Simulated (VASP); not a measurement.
MoS2:

```
Mo S
1.0
     3.22747    0.00000    0.00000
    -1.61373    2.79507    0.00000
     0.00000    0.00000    6.31247
Mo S
1 2
Direct
  0.00000 0.00000 0.50000
  0.33333 0.66667 0.25532
  0.66667 0.33333 0.74468
```

Base run:

* Program: VASP 6.6.1
* Functional: LDA
* Potentials or basis: VASP PAW LDA potentials, release 64 (Mo_sv, S)
* Cutoff: 500 eV
* k mesh: 7 × 7 × 3
* Occupations: fermi-dirac, width 0.3 eV
* Spin: no spin polarisation

Its results: band gap on the k mesh zero (bands 13 and 14 overlap by 0.63 eV); pressure -4.8 GPa; largest force 0.111 eV/Å.

Q: The run is repeated on the same cell with these changes: occupations from fermi-dirac, width 0.3 eV to fermi-dirac, width 0.2 eV. What comes out?

A: Band gap on the k mesh zero (bands 13 and 14 overlap by 0.62 eV); pressure -5.4 GPa; largest force 0.134 eV/Å.

Caveats: the cell stands under tension; so wide a smearing shifts energies and pressures (at least some runs).
